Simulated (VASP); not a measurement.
Crystal: Mg2BeS3.

```xyz
6
Lattice="2.9202 1.6860 4.3136 -2.9202 1.6860 4.3136 0.0000 -3.3719 4.3136" Properties=species:S:1:pos:R:3 pbc="T T T"
Mg    0.0000    0.0000    1.6216
Mg    0.0000    0.0000   11.3192
Be    0.0000    0.0000    6.4704
S     0.0000    1.6860    4.3136
S     1.4601   -0.8430    4.3136
S    -1.4601   -0.8430    4.3136
```

| Quantity | Value |
| --- | --- |
| Program | VASP 6.6.1 |
| Task | relaxation of cell and atoms |
| Functional | PBEsol |
| Potentials or basis | VASP PAW PBE potentials, release 64 (Mg, Be, S) |
| Cutoff | 600 eV |
| k mesh | 4 × 4 × 4 |
| Occupations | fermi-dirac, width 0.03 eV |
| Spin | no spin polarisation |

At the start: pressure -9.6 GPa; volume 21.24 Å³/atom.

**Question.** Where does the relaxation end?

**Answer.** Over 21 steps the energy falls by 829.3 meV/atom and the volume is 18.21 Å³/atom (-14.3 %); space group R-3m (No. 166, to 0.05 Å).

Step by step:
```
step  energy change (eV)  largest force (eV/Å)  pressure (GPa)  volume (Å³)
   1              0.0000                0.1193           -9.59       127.42
   2             -2.0726                0.4917           -3.79       105.00
   3              1.1703                2.6718           68.79        65.20
   4             -2.6285                0.8414            1.19        96.32
   5             -2.8661                1.2321            9.22        87.99
   6             -3.6959                2.0775           15.12        85.08
   7             -3.6944                2.0894           15.26        85.03
   8             -4.5925                1.3160            4.10        96.29
   9             -4.7602                1.2455            0.40       102.41
  10             -4.7168                1.2692           -4.81       115.28
  11             -4.7973                1.2428           -1.79       106.99
  12             -4.9220                0.6098           -0.28       105.98
  13             -4.9527                0.0724            1.20       105.16
  14             -4.9659                0.0476            0.45       106.86
  15             -4.9714                0.0580           -0.37       109.04
  16             -4.9755                0.0201           -0.01       108.94
  17             -4.9758                0.0071            0.11       108.91
  18             -4.9758                0.0060            0.12       108.91
  19             -4.9759                0.0163            0.01       109.16
  20             -4.9759                0.0171            0.00       109.19
  21             -4.9760                0.0090           -0.01       109.25
```

Final structure:
```yaml
crystal:
  lattice:
    - [3.24169, 1.87159, 3.00114]
    - [-3.24169, 1.87159, 3.00114]
    - [0.00000, -3.74318, 3.00114]
  atoms:
    - { symbol: Mg, position: [0.16787, 0.16787, 0.16787] }
    - { symbol: Mg, position: [0.83213, 0.83213, 0.83213] }
    - { symbol: Be, position: [0.50000, 0.50000, 0.50000] }
    - { symbol: S, position: [0.50000, 0.50000, 0.00000] }
    - { symbol: S, position: [0.50000, 0.00000, 0.50000] }
    - { symbol: S, position: [0.00000, 0.50000, 0.50000] }
```

Caveat: the PAW data sets were made with another functional, which shifts forces and pressure a little.
